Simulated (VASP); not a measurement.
**Si7Mo: relaxation of cell and atoms with PBE**

Si7Mo:

```
CELL_PARAMETERS angstrom
3.20000 0.00000 0.00000
0.00000 3.20000 0.00000
0.00000 0.00000 11.56000
ATOMIC_POSITIONS crystal
Si 0.00000 0.00000 0.25000
Si 0.50000 0.50000 0.37500
Si 0.00000 0.00000 0.75000
Si 0.50000 0.50000 0.62500
Si 0.50000 0.50000 0.87500
Si 0.50000 0.50000 0.12500
Si 0.00000 0.00000 0.50000
Mo 0.00000 0.00000 0.00000
```

```yaml
Program: VASP 6.6.1
Task: relaxation of cell and atoms
Functional: PBE
Potentials_or_basis: VASP PAW PBE potentials, release 64 (Si, Mo_sv)
Cutoff: 600 eV
k_mesh: 5 × 5 × 2
Occupations: gaussian, width 0.2 eV
Spin: no spin polarisation
Dipole_correction: no
Further_INCAR_settings: ALGO = Normal; EDIFF = 1e-06; IBRION = 2; EDIFFG = -0.08; NSW = 36; ISIF = 3
```

The relaxed volume is 14.30 Å³/atom. The relaxed cell is a = 3.293 Å, b = 3.293 Å, c = 10.552 Å, α = 90.00°, β = 90.00°, γ = 90.00° and the space group after relaxing (to 0.05 Å) is P4/mmm (No. 123). The energy gained by relaxing is 99.7 meV/atom and the ionic steps are 15. The pressure after relaxing is 0.2 GPa and the largest force after relaxing is 0.048 eV/Å. The band gap on the k mesh is zero (band 21 reaches 11.69 eV, above the bottom of band 22 at 9.17 eV).

Forces on the atoms (eV/Å):
```
Si   0.000  0.000 -0.031
Si   0.000  0.000 -0.018
Si   0.000  0.000  0.031
Si   0.000  0.000  0.018
Si   0.000  0.000 -0.048
Si   0.000  0.000  0.048
Si   0.000  0.000  0.000
Mo   0.000  0.000  0.000
```

Stress tensor (GPa, compression positive):
```
-0.05  0.00  0.00
 0.00 -0.05  0.00
 0.00  0.00  0.70
```

The path:
```
step  energy change (eV)  largest force (eV/Å)  pressure (GPa)  volume (Å³)
   1              0.0000                1.0971           -5.25       118.37
   2             -0.3900                0.5642            3.87       110.16
   3             -0.3905                0.5728            4.25       109.91
   4             -0.5984                0.7526            2.31       112.15
   5             -0.5981                1.0075            1.62       113.36
   6             -0.6150                0.8784            1.98       112.75
   7             -0.7052                0.5504           -2.60       116.41
   8             -0.7052                0.5549           -2.53       116.34
   9             -0.7724                0.3460           -0.39       114.25
  10             -0.7729                0.3953           -0.15       114.08
  11             -0.7883                0.1499            0.41       113.66
  12             -0.7890                0.1494            0.56       113.55
  13             -0.7950                0.1298           -0.08       114.33
  14             -0.7958                0.1201           -0.40       114.73
  15             -0.7978                0.0477            0.20       114.40
```

Final structure:
```xyz
8
Lattice="3.2927 0.0000 0.0000 0.0000 3.2927 0.0000 0.0000 0.0000 10.5517" Properties=species:S:1:pos:R:3 pbc="T T T"
Si    3.2927    0.0000    2.6396
Si    1.6464    1.6464    3.7406
Si    0.0000    3.2927    7.9121
Si    1.6464    1.6464    6.8112
Si    1.6464    1.6464    9.2781
Si    1.6464    1.6464    1.2737
Si    0.0000    3.2927    5.2759
Mo    0.0000    3.2927    0.0000
```

Levels at points of the mesh, in eV from the Fermi level:
| k point | band 18 | band 19 | band 20 | band 21 | band 22 | band 23 |
| --- | --- | --- | --- | --- | --- | --- |
| (0.00, 0.00, 0.00) | -0.50 | -0.18 | -0.18 | 0.01 | 0.30 | 0.30 |
| (0.00, 0.00, 0.50) | -1.02 | -1.02 | 0.01 | 0.33 | 1.31 | 1.54 |

Wall time 4 min on 1 thread of Intel(R) Xeon(R) Platinum 8559C (Emerald Rapids), with other jobs on the host, peak memory 0.28 GiB.

Caveat: the k points lie up to 0.38 Å⁻¹ apart in the final cell; the relaxation stopped at a loose force limit of 0.08 eV/Å, so its end isn't a converged minimum.
